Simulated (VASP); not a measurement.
# Al (Fm-3m) in VASP: single point with PBE

Aim: the single point of Al with PBE.

Everything below comes from runs of VASP 6.6.1. Logs are shortened: lines on timing, memory, paths and dates and some standing lists are left out, and cuts for length are marked.

### Step 1. The cell of the first run

It takes space group Fm-3m (No. 225, cubic). The conventional cell has a = 4.042 Å, b = 4.042 Å, c = 4.042 Å, α = 90.00°, β = 90.00°, γ = 90.00°. Within 3.8 Å of Al (site symmetry m-3m) lie 12 Al at 2.86 Å.

### Step 2. Single point, PBE

Contents of INCAR:

```
PREC = Accurate ; ENCUT = 520
EDIFF = 1E-7 ; ISMEAR = 0
SIGMA = 0.3 ; LREAL = False
LASPH = True ; NELM = 60
ALGO = Fast ; ISIF = 2
LWAVE = False ; LCHARG = True
GGA = PE ; LELF = True
LVHAR = True ; NBANDS = 8
```

Contents of KPOINTS:

```
regular mesh
0
Gamma
  60 60 60
```

Contents of POSCAR:

```
Al
1.0
    0.0000000000      2.0208421910      2.0208421910
    2.0208421910      0.0000000000      2.0208421910
    2.0208421910      2.0208421910      0.0000000000
Al
1
Direct
    0.0000000000      0.0000000000      0.0000000000
```

Potentials or basis: VASP PAW PBE potentials, release 64 (Al).

Launch:

```bash
cat potpaw_PBE.64/Al/POTCAR > POTCAR
mpirun -np 1 vasp_std > vasp.out
```

OUTCAR:

```text
PREC = Accurate
   ENCUT = 520
   EDIFF = 1E-7
   ISMEAR = 0
   LREAL = False
   LASPH = True
   NELM = 60
   ISIF = 2
   GGA = PE

 ion  position               nearest neighbor table
   1  0.000  0.000  0.000-

  LATTYP: Found a face centered cubic cell.
 ALAT       =     4.0416843820

  Lattice vectors:

 A1 = (   0.0000000000,   2.0208421910,   2.0208421910)
 A2 = (   2.0208421910,   0.0000000000,   2.0208421910)
 A3 = (   2.0208421910,   2.0208421910,   0.0000000000)

Analysis of symmetry for initial positions (statically):
=====================================================================
 Subroutine PRICEL returns:
 Original cell was already a primitive cell.

 Routine SETGRP: Setting up the symmetry group for a
 face centered cubic supercell.

 Subroutine GETGRP returns: Found 48 space group operations
 (whereof 48 operations were pure point group operations)
 out of a pool of 48 trial point group operations.

The static configuration has the point symmetry O_h .

Analysis of symmetry for dynamics (positions and initial velocities):
=====================================================================
 Subroutine PRICEL returns:
 Original cell was already a primitive cell.

 Routine SETGRP: Setting up the symmetry group for a
 face centered cubic supercell.

 Subroutine GETGRP returns: Found 48 space group operations
 (whereof 48 operations were pure point group operations)
 out of a pool of 48 trial point group operations.

The dynamic configuration has the point symmetry O_h .

 Subroutine INISYM returns: Found 48 space group operations
 (whereof 48 operations are pure point group operations),
 and found     1 'primitive' translations

----------------------------------------------------------------------------------------

                                     Primitive cell

  volume of cell :      16.5054

  direct lattice vectors                    reciprocal lattice vectors
     0.000000000  2.020842191  2.020842191    -0.247421596  0.247421596  0.247421596
     2.020842191  0.000000000  2.020842191     0.247421596 -0.247421596  0.247421596
     2.020842191  2.020842191  0.000000000     0.247421596  0.247421596 -0.247421596

  length of vectors
     2.857902434  2.857902434  2.857902434     0.428546775  0.428546775  0.428546775

  position of ions in fractional coordinates (direct lattice)
     0.000000000  0.000000000  0.000000000

  ion indices of the primitive-cell ions
   primitive index   ion index
                 1           1

----------------------------------------------------------------------------------------

 KPOINTS: regular mesh

Automatic generation of k-mesh.
 Grid dimensions read from file:
 generate k-points for:   60   60   60

 Generating k-lattice:

  Cartesian coordinates                     Fractional coordinates (reciprocal lattice)
    -0.004123693  0.004123693  0.004123693     0.016666667  0.000000000  0.000000000
     0.004123693 -0.004123693  0.004123693     0.000000000  0.016666667  0.000000000
     0.004123693  0.004123693 -0.004123693     0.000000000  0.000000000  0.016666667

  Length of vectors
     0.007142446  0.007142446  0.007142446

  Shift w.r.t. Gamma in fractional coordinates (k-lattice)
     0.000000000  0.000000000  0.000000000

 Subroutine IBZKPT returns following result:
 ===========================================

 Found   5216 irreducible k-points:

 Following reciprocal coordinates:
            Coordinates               Weight
  0.000000  0.000000  0.000000      1.000000
  0.016667  0.000000  0.000000      8.000000
  0.033333  0.000000  0.000000      8.000000
  0.050000  0.000000  0.000000      8.000000
  0.066667  0.000000  0.000000      8.000000
  0.083333  0.000000  0.000000      8.000000
[... 16 lines left out ...]
  0.366667  0.000000  0.000000      8.000000
  0.383333  0.000000  0.000000      8.000000
 [... further k-points ...]
   k-points           NKPTS =   5216   k-points in BZ     NKDIM =   5216   number of bands    NBANDS=      8
   number of dos      NEDOS =    301   number of ions     NIONS =      1
   total plane-waves  NPLWV =  13824
   dimension x,y,z NGX =    24 NGY =   24 NGZ =   24
   dimension x,y,z NGXF=    48 NGYF=   48 NGZF=   48
   ions per type =               1
   NGX,Y,Z   is equivalent  to a cutoff of  13.96, 13.96, 13.96 a.u.
   NGXF,Y,Z  is equivalent  to a cutoff of  27.92, 27.92, 27.92 a.u.
 SYSTEM =  unknown system
   PREC   = accura    normal or accurate (medium, high low for compatibility)
   ISTART =      0    job   : 0-new  1-cont  2-samecut
   ICHARG =      2    charge: 1-file 2-atom 10-const
   ISPIN  =      1    spin polarized calculation?
   LNONCOLLINEAR =      F non collinear calculations
   LSORBIT =      F    spin-orbit coupling
   LASPH  =      T    aspherical Exc in radial PAW
   ENCUT  =  520.0 eV  38.22 Ry    6.18 a.u.   5.31  5.31  5.31*2*pi/ulx,y,z
   NELM   =     60;   NELMIN=  2; NELMDL= -5     # of ELM steps
   EDIFF  = 0.1E-06   stopping-criterion for ELM
   LREAL  =      F    real-space projection
   EDIFFG = 0.1E-05   stopping-criterion for IOM
   NSW    =      0    number of steps for IOM
   IBRION =     -1    ionic relax: 0-MD 1-quasi-New 2-CG
   NFREE  =      0    steps in history (QN), initial steepest desc. (CG)
   ISIF   =      2    stress and relaxation
   ISYM   =      2    0-nonsym 1-usesym 2-fastsym
   POTIM  = 0.5000    time-step for ionic-motion
   TEBEG  =    0.0;   TEEND  =   0.0 temperature during run
   PSTRESS=    0.0 pullay stress
   NELECT =       3.0000    total number of electrons
   NUPDOWN=      -1.0000    fix difference up-down
   EMIN   =  10.00;   EMAX   =-10.00  energy-range for DOS
   EFERMI =   0.00;   METHOD = LEGACY
   ISMEAR =     0;   SIGMA  =   0.30  broadening in eV -4-tet -1-fermi 0-gaus
   EFERMI_NEDOS =   21; number of points for ismear=-14 and -15
   IALGO  =     68    algorithm
   IMIX   =      4    mixing-type and parameters
     AMIX     =   0.40;   BMIX     =  1.00
     AMIX_MAG =   1.60;   BMIX_MAG =  1.00
  volume/ion in A,a.u.               =      16.51       111.38
  Fermi-wavevector in a.u.,A,eV,Ry     =   0.927341  1.752421 11.700487  0.859962
  Thomas-Fermi vector in A             =   2.053400
   LORBIT       =      0    0 simple, 1 ext, 2 COOP (PROOUT), +10 PAW based schemes
   GGA     = PE    functional components
   LHFCALC =     F    Hartree Fock is set to
   AEXX    =    0.0000 exact exchange contribution
   IVDW    =     0    specifies the selected vdW correction
   LEPSILON=     F    determine dielectric tensor
   LRPA    =     F    only Hartree local field effects (RPA)
 non-spin polarized calculation
 RMM-DIIS sequential band-by-band and
 Gauss-broadening in eV      SIGMA  =   0.30
  energy-cutoff  :      520.00
  volume of cell :       16.51
 maximum number of plane-waves:       459
 NGX is ok and might be reduce to    24
   NGX = 11   NGY = 11   NGZ = 11

 number of electron       3.0000000 magnetization

 Free energy of the ion-electron system (eV)
  ---------------------------------------------------
  ext. energy  EPLUGINS =         0.00000000
  ---------------------------------------------------
  free energy    TOTEN  =        -3.75514287 eV

  energy without entropy =       -3.73695690  energy(sigma->0) =       -3.74604989

 E-fermi :   8.0027     XC(G=0): -10.1954

 val. band max:        8.0024147822   @ k =  -0.2667   0.3167   0.0500
 cond. band min:       8.0036258443   @ k =   0.4667   0.4167   0.0000
 fundamental gap:      0.0012110621
 Fermi energy:         8.0027166032

 k-point     1 :       0.0000    0.0000    0.0000
  band No.  band energies     occupation
      1      -3.1355      2.00000
      2      20.6140      0.00000
      3      20.6140      0.00000
      4      20.6140      0.00000
      5      22.1033      0.00000
      6      22.1033      0.00000
      7      22.1033      0.00000
      8      24.4599      0.00000

 k-point     2 :       0.0167    0.0000    0.0000
  band No.  band energies     occupation
      1      -3.1280      2.00000
      2      20.3970      0.00000
      3      20.5782      0.00000
      4      20.5782      0.00000
      5      22.1509      0.00000
      6      22.1509      0.00000
      7      22.2344      0.00000
      8      24.5403      0.00000

 k-point     3 :       0.0333    0.0000    0.0000
  band No.  band energies     occupation
      1      -3.1053      2.00000
      2      19.9062      0.00000
      3      20.4827      0.00000
      4      20.4827      0.00000
      5      22.2820      0.00000
      6      22.2820      0.00000
      7      22.4650      0.00000
      8      24.7843      0.00000

 k-point     4 :       0.0500    0.0000    0.0000
  band No.  band energies     occupation
      1      -3.0676      2.00000
      2      19.3073      0.00000
      3      20.3503      0.00000
      4      20.3503      0.00000
      5      22.4731      0.00000
      6      22.4731      0.00000
      7      22.6395      0.00000
      8      25.1819      0.00000

 k-point     5 :       0.0667    0.0000    0.0000
  band No.  band energies     occupation
      1      -3.0147      2.00000
      2      18.6632      0.00000
      3      20.2003      0.00000
      4      20.2003      0.00000
      5      22.7040      0.00000
      6      22.7040      0.00000
      7      22.7331      0.00000
      8      25.6959      0.00000
[... 177 lines left out ...]
 k-point    22 :       0.3500    0.0000    0.0000
  band No.  band energies     occupation
      1       0.1568      2.00000
      2       7.9382      1.23907
      3      18.7729      0.00000
      4      18.7729      0.00000
      5      21.1087      0.00000
      6      21.1087      0.00000
      7      22.3534      0.00000
      8      25.0648      0.00000

 k-point    23 :       0.3667    0.0000    0.0000
  band No.  band energies     occupation
      1       0.4739      2.00000
      2       7.3964      1.99574
      3      18.7951      0.00000
      4      18.7951      0.00000
      5      20.8729      0.00000
      6      20.8729      0.00000
      7      22.3948      0.00000
      8      24.8127      0.00000

 k-point    24 :       0.3833    0.0000    0.0000
  band No.  band energies     occupation
      1       0.8049      2.00000
      2       6.8668      2.00000
      3      18.8299      0.00000
      4      18.8299      0.00000
      5      20.6491      0.00000
      6      20.6491      0.00000
      7      22.4488      0.00000
      8      24.5709      0.00000

 [... further k-points ...]

------------------------ aborting loop because EDIFF is reached ----------------------------------------

  FORCE on cell =-STRESS in cart. coord.  units (eV):
  Direction    XX          YY          ZZ          XY          YZ          ZX
  --------------------------------------------------------------------------------------
  -------------------------------------------------------------------------------------
  Total       -0.0052386     -0.0052386     -0.0052386      0.0000000     -0.0000000     -0.0000000
  in kB       -0.5085087     -0.5085087     -0.5085087      0.0000000     -0.0000000     -0.0000000
  external PRESSURE =      -0.5085087 kB  Pullay stress =       0.0000000 kB

 VOLUME and BASIS-vectors are now :
 -----------------------------------------------------------------------------
  energy-cutoff  :      520.00
  volume of cell :       16.51
      direct lattice vectors                 reciprocal lattice vectors
     0.000000000  2.020842191  2.020842191    -0.247421596  0.247421596  0.247421596
     2.020842191  0.000000000  2.020842191     0.247421596 -0.247421596  0.247421596
     2.020842191  2.020842191  0.000000000     0.247421596  0.247421596 -0.247421596

 POSITION                                       TOTAL-FORCE (eV/Angst)
 -----------------------------------------------------------------------------------
      0.00000      0.00000      0.00000        -0.000000      0.000000      0.000000
 -----------------------------------------------------------------------------------
    total drift:                               -0.000000      0.000000     -0.000000

  FREE ENERGIE OF THE ION-ELECTRON SYSTEM (eV)
  ---------------------------------------------------
  free  energy   TOTEN  =        -3.7551428732 eV

  energy  without entropy=       -3.7369568981  energy(sigma->0) =       -3.74604989
```

It took 13 min on 1 thread of Intel Xeon 8259CL, shared host; peak memory 0.67 GiB.

Results:

| Property | Result |
| --- | --- |
| Free energy | -3.7551 eV |
| Pressure | -0.1 GPa |
| Band gap on the k mesh | zero (an odd number of electrons rules out a gap without spin polarisation) |

Caveat: so wide a smearing shifts energies and pressures.
